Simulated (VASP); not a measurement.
# MgO (P6_3mc) in VASP: single point with PBE

Aim: the single point of MgO with PBE.

Everything below comes from runs of VASP 6.6.1. Logs are shortened: lines on timing, memory, paths and dates and some standing lists are left out, and cuts for length are marked.

### Step 1. The cell of the first run

It takes space group P6_3mc (No. 186, hexagonal). The conventional cell has a = 3.547 Å, b = 3.547 Å, c = 5.531 Å, α = 90.00°, β = 90.00°, γ = 120.00°. Within 2.8 Å of Mg (site symmetry 3m) lie 4 O at 2.13 to 2.17 Å. O (site symmetry 3m) has 4 Mg at 2.13 to 2.17 Å within 2.8 Å.

### Step 2. Single point, PBE

Input file INCAR:

```
SYSTEM = MgO
PREC     = Accurate       ! precision mode
ENCUT    = 520            ! plane-wave cutoff, eV
EDIFF    = 1E-6           ! SCF threshold, eV
ISMEAR   = 0              ! smearing method
SIGMA    = 0.05           ! smearing width, eV
LREAL    = .False.        ! projectors in reciprocal space
LASPH    = .True.         ! aspherical terms in the spheres
NELM     = 80             ! most SCF steps
ALGO     = Normal         ! electronic algorithm
ISIF     = 2              ! what is computed and relaxed
LWAVE    = .False.        ! write WAVECAR
LCHARG   = .False.        ! write CHGCAR
GGA      = PE             ! functional
NBANDS   = 16             ! bands
```

Input file KPOINTS:

```
Automatic mesh
0
Gamma
  9 9 6
  0 0 0
```

Input file POSCAR:

```
MgO
1.0
    3.5474000000      0.0000000000      0.0000000000
   -1.7737000000      3.0721385174      0.0000000000
    0.0000000000      0.0000000000      5.5313000000
Mg O
2 2
Direct
    0.3333333333      0.6666666667      0.0063188013
    0.6666666667      0.3333333333      0.5063188013
    0.3333333333      0.6666666667      0.3982811987
    0.6666666667      0.3333333333      0.8982811987
```

Potentials or basis: VASP PAW PBE potentials, release 64 (Mg, O).

Command:

```console
$ cat potpaw_PBE.64/Mg/POTCAR potpaw_PBE.64/O/POTCAR > POTCAR
$ mpirun -np 1 vasp_std > vasp.out
```

OUTCAR:

```text
SYSTEM = MgO
   PREC = Accurate
   ENCUT = 520
   EDIFF = 1E-6
   ISMEAR = 0
   LREAL = .False.
   LASPH = .True.
   NELM = 80
   ISIF = 2
   GGA = PE

 ion  position               nearest neighbor table
   1  0.333  0.667  0.006-   4 2.13   4 2.13   4 2.13   3 2.17   2 3.44   2 3.44   2 3.44   2 3.44
                             2 3.44   2 3.44
   2  0.667  0.333  0.506-   3 2.13   3 2.13   3 2.13   4 2.17   1 3.44   1 3.44   1 3.44   1 3.44
                             1 3.44   1 3.44
   3  0.333  0.667  0.398-   2 2.13   2 2.13   2 2.13   1 2.17
   4  0.667  0.333  0.898-   1 2.13   1 2.13   1 2.13   2 2.17

  LATTYP: Found a hexagonal cell.
 ALAT       =     3.5474000000
 C/A-ratio  =     1.5592546654

  Lattice vectors:

 A1 = (   3.5474000000,   0.0000000000,   0.0000000000)
 A2 = (  -1.7737000000,   3.0721385174,   0.0000000000)
 A3 = (   0.0000000000,   0.0000000000,   5.5313000000)

Analysis of symmetry for initial positions (statically):
=====================================================================
 Subroutine PRICEL returns:
 Original cell was already a primitive cell.

 Routine SETGRP: Setting up the symmetry group for a
 hexagonal supercell.

 Subroutine GETGRP returns: Found 12 space group operations
 (whereof  6 operations were pure point group operations)
 out of a pool of 24 trial point group operations.

The static configuration has the point symmetry C_3v.
 The point group associated with its full space group is C_6v.

Analysis of symmetry for dynamics (positions and initial velocities):
=====================================================================
 Subroutine PRICEL returns:
 Original cell was already a primitive cell.

 Routine SETGRP: Setting up the symmetry group for a
 hexagonal supercell.

 Subroutine GETGRP returns: Found 12 space group operations
 (whereof  6 operations were pure point group operations)
 out of a pool of 24 trial point group operations.

The dynamic configuration has the point symmetry C_3v.
 The point group associated with its full space group is C_6v.

 Subroutine INISYM returns: Found 12 space group operations
 (whereof  6 operations are pure point group operations),
 and found     1 'primitive' translations

----------------------------------------------------------------------------------------

                                     Primitive cell

  volume of cell :      60.2807

  direct lattice vectors                    reciprocal lattice vectors
     3.547400000  0.000000000  0.000000000     0.281896600  0.162753078  0.000000000
    -1.773700000  3.072138517  0.000000000     0.000000000  0.325506156  0.000000000
     0.000000000  0.000000000  5.531300000     0.000000000  0.000000000  0.180789326

  length of vectors
     3.547400000  3.547400000  5.531300000     0.325506156  0.325506156  0.180789326

  position of ions in fractional coordinates (direct lattice)
     0.333333333  0.666666667  0.006318801
     0.666666667  0.333333333  0.506318801
     0.333333333  0.666666667  0.398281199
     0.666666667  0.333333333  0.898281199

  ion indices of the primitive-cell ions
   primitive index   ion index
                 1           1
                 2           2
                 3           3
                 4           4

----------------------------------------------------------------------------------------

 KPOINTS: Automatic mesh

Automatic generation of k-mesh.
 Grid dimensions read from file:
 generate k-points for:    9    9    6

 Generating k-lattice:

  Cartesian coordinates                     Fractional coordinates (reciprocal lattice)
     0.031321844  0.018083675  0.000000000     0.111111111  0.000000000  0.000000000
     0.000000000  0.036167351  0.000000000     0.000000000  0.111111111  0.000000000
     0.000000000  0.000000000  0.030131554     0.000000000  0.000000000  0.166666667

  Length of vectors
     0.036167351  0.036167351  0.030131554

  Shift w.r.t. Gamma in fractional coordinates (k-lattice)
     0.000000000  0.000000000  0.000000000

 Subroutine IBZKPT returns following result:
 ===========================================

 Found     48 irreducible k-points:

 Following reciprocal coordinates:
            Coordinates               Weight
  0.000000  0.000000  0.000000      1.000000
  0.111111 -0.000000  0.000000      6.000000
  0.222222  0.000000  0.000000      6.000000
  0.333333  0.000000  0.000000      6.000000
  0.444444  0.000000  0.000000      6.000000
  0.111111  0.111111  0.000000      6.000000
[... 16 lines left out ...]
  0.333333  0.222222  0.166667     24.000000
  0.333333  0.333333  0.166667      4.000000
 [... further k-points ...]
   k-points           NKPTS =     48   k-points in BZ     NKDIM =     48   number of bands    NBANDS=     16
   number of dos      NEDOS =    301   number of ions     NIONS =      4
   total plane-waves  NPLWV =  32928
   dimension x,y,z NGX =    28 NGY =   28 NGZ =   42
   dimension x,y,z NGXF=    56 NGYF=   56 NGZF=   84
   ions per type =               2   2
   NGX,Y,Z   is equivalent  to a cutoff of  13.12, 13.12, 12.62 a.u.
   NGXF,Y,Z  is equivalent  to a cutoff of  26.24, 26.24, 25.25 a.u.
 SYSTEM =  MgO
   PREC   = accura    normal or accurate (medium, high low for compatibility)
   ISTART =      0    job   : 0-new  1-cont  2-samecut
   ICHARG =      2    charge: 1-file 2-atom 10-const
   ISPIN  =      1    spin polarized calculation?
   LNONCOLLINEAR =      F non collinear calculations
   LSORBIT =      F    spin-orbit coupling
   LASPH  =      T    aspherical Exc in radial PAW
   ENCUT  =  520.0 eV  38.22 Ry    6.18 a.u.   6.60  6.60 10.28*2*pi/ulx,y,z
   NELM   =     80;   NELMIN=  2; NELMDL= -5     # of ELM steps
   EDIFF  = 0.1E-05   stopping-criterion for ELM
   LREAL  =      F    real-space projection
   EDIFFG = 0.1E-04   stopping-criterion for IOM
   NSW    =      0    number of steps for IOM
   IBRION =     -1    ionic relax: 0-MD 1-quasi-New 2-CG
   NFREE  =      0    steps in history (QN), initial steepest desc. (CG)
   ISIF   =      2    stress and relaxation
   ISYM   =      2    0-nonsym 1-usesym 2-fastsym
   POTIM  = 0.5000    time-step for ionic-motion
   TEBEG  =    0.0;   TEEND  =   0.0 temperature during run
   PSTRESS=    0.0 pullay stress
   NELECT =      16.0000    total number of electrons
   NUPDOWN=      -1.0000    fix difference up-down
   EMIN   =  10.00;   EMAX   =-10.00  energy-range for DOS
   EFERMI =   0.00;   METHOD = LEGACY
   ISMEAR =     0;   SIGMA  =   0.05  broadening in eV -4-tet -1-fermi 0-gaus
   EFERMI_NEDOS =   21; number of points for ismear=-14 and -15
   IALGO  =     38    algorithm
   IMIX   =      4    mixing-type and parameters
     AMIX     =   0.40;   BMIX     =  1.00
     AMIX_MAG =   1.60;   BMIX_MAG =  1.00
  volume/ion in A,a.u.               =      15.07       101.70
  Fermi-wavevector in a.u.,A,eV,Ry     =   1.052096  1.988173 15.060375  1.106906
  Thomas-Fermi vector in A             =   2.187165
   LORBIT       =      0    0 simple, 1 ext, 2 COOP (PROOUT), +10 PAW based schemes
   GGA     = PE    functional components
   LHFCALC =     F    Hartree Fock is set to
   AEXX    =    0.0000 exact exchange contribution
   IVDW    =     0    specifies the selected vdW correction
   LEPSILON=     F    determine dielectric tensor
   LRPA    =     F    only Hartree local field effects (RPA)
 non-spin polarized calculation
 Gauss-broadening in eV      SIGMA  =   0.05
  energy-cutoff  :      520.00
  volume of cell :       60.28
 maximum number of plane-waves:      1647
 NGX is ok and might be reduce to    28
   NGX = 13   NGY = 13   NGZ = 21

 number of electron      15.9999999 magnetization

 Free energy of the ion-electron system (eV)
  ---------------------------------------------------
  ext. energy  EPLUGINS =         0.00000000
  ---------------------------------------------------
  free energy    TOTEN  =       -22.83251658 eV

  energy without entropy =      -22.83251658  energy(sigma->0) =      -22.83251658

 E-fermi :   0.1582     XC(G=0):  -8.7412

 val. band max:       -0.1122509482   @ k =   0.0000   0.0000   0.0000
 cond. band min:       2.2537773411   @ k =   0.0000   0.0000   0.0000
 fundamental gap:      2.3660282893
 Fermi energy:         0.1581734748

 k-point     1 :       0.0000    0.0000    0.0000
  band No.  band energies     occupation
      1     -15.6117      2.00000
      2     -15.1734      2.00000
      3      -2.6755      2.00000
      4      -0.5996      2.00000
      5      -0.5996      2.00000
      6      -0.3491      2.00000
[... 8 lines left out ...]
     15      14.1125      0.00000
     16      14.4076      0.00000

 k-point     2 :       0.1111   -0.0000    0.0000
  band No.  band energies     occupation
      1     -15.5744      2.00000
      2     -15.1594      2.00000
      3      -2.5752      2.00000
      4      -0.8664      2.00000
      5      -0.6963      2.00000
      6      -0.6637      2.00000
[... 8 lines left out ...]
     15      14.0159      0.00000
     16      14.2795      0.00000

 k-point     3 :       0.2222    0.0000    0.0000
  band No.  band energies     occupation
      1     -15.4751      2.00000
      2     -15.1266      2.00000
      3      -2.2929      2.00000
      4      -1.5544      2.00000
      5      -1.1802      2.00000
      6      -0.8042      2.00000
[... 8 lines left out ...]
     15      13.0031      0.00000
     16      13.5720      0.00000

 k-point     4 :       0.3333    0.0000    0.0000
  band No.  band energies     occupation
      1     -15.3492      2.00000
      2     -15.0991      2.00000
      3      -2.1584      2.00000
      4      -1.8898      2.00000
      5      -1.6168      2.00000
      6      -0.9442      2.00000
[... 8 lines left out ...]
     15      12.8801      0.00000
     16      13.3297      0.00000
[... 324 lines left out ...]
 k-point    22 :       0.2222    0.2222    0.1667
  band No.  band energies     occupation
      1     -15.2743      2.00000
      2     -15.1055      2.00000
      3      -2.1677      2.00000
      4      -2.0408      2.00000
      5      -1.2964      2.00000
      6      -1.2172      2.00000
[... 8 lines left out ...]
     15      11.3421      0.00000
     16      13.9836      0.00000

 k-point    23 :       0.3333    0.2222    0.1667
  band No.  band energies     occupation
      1     -15.1921      2.00000
      2     -15.1089      2.00000
      3      -2.2934      2.00000
      4      -1.9422      2.00000
      5      -1.5501      2.00000
      6      -1.0715      2.00000
[... 8 lines left out ...]
     15      11.6638      0.00000
     16      13.6151      0.00000

 k-point    24 :       0.3333    0.3333    0.1667
  band No.  band energies     occupation
      1     -15.1369      2.00000
      2     -15.1369      2.00000
      3      -2.0993      2.00000
      4      -1.8626      2.00000
      5      -1.8626      2.00000
      6      -1.1912      2.00000
[... 8 lines left out ...]
     15      11.8757      0.00000
     16      14.1628      0.00000

 [... further k-points ...]
[... 5 lines left out ...]
  --------------------------------------------------------------------------------------
  -------------------------------------------------------------------------------------
  Total       -6.2440385     -6.2440385     -5.8424609      0.0000000      0.0000000      0.0000000
  in kB     -165.9579221   -165.9579221   -155.2845423      0.0000000      0.0000000      0.0000000
  external PRESSURE =    -162.4001288 kB  Pullay stress =       0.0000000 kB

 VOLUME and BASIS-vectors are now :
 -----------------------------------------------------------------------------
  energy-cutoff  :      520.00
  volume of cell :       60.28
      direct lattice vectors                 reciprocal lattice vectors
     3.547400000  0.000000000  0.000000000     0.281896600  0.162753078  0.000000000
    -1.773700000  3.072138517  0.000000000     0.000000000  0.325506156  0.000000000
     0.000000000  0.000000000  5.531300000     0.000000000  0.000000000  0.180789326

 POSITION                                       TOTAL-FORCE (eV/Angst)
 -----------------------------------------------------------------------------------
     -0.00000      2.04809      0.03495         0.000000     -0.000000      0.118618
      1.77370      1.02405      2.80060        -0.000000      0.000000      0.118618
     -0.00000      2.04809      2.20301         0.000000     -0.000000     -0.118618
      1.77370      1.02405      4.96866        -0.000000      0.000000     -0.118618
 -----------------------------------------------------------------------------------
    total drift:                               -0.000000      0.000000      0.000986

  FREE ENERGIE OF THE ION-ELECTRON SYSTEM (eV)
  ---------------------------------------------------
  free  energy   TOTEN  =       -22.8325165832 eV

  energy  without entropy=      -22.8325165832  energy(sigma->0) =      -22.83251658
```

Wall time 51 s (1 thread of Intel Xeon 8259CL, shared host); peak memory 0.2 GiB.

Results:

```yaml
Free_energy: -22.8325 eV
Pressure: -16.2 GPa
Largest_force: 0.119 eV/Å
Band_gap_on_the_k_mesh: 2.37 eV
```

Forces in eV/Å, atoms in the order of the input:
```
Mg   0.000  0.000  0.119
Mg   0.000  0.000  0.119
O    0.000  0.000 -0.119
O    0.000  0.000 -0.119
```

Stress tensor (GPa, compression positive):
```
-16.60   0.00   0.00
  0.00 -16.60   0.00
  0.00   0.00 -15.53
```

Caveat: the cell stands under tension; an odd mesh through Γ misses points on the zone boundary, where band edges can lie.
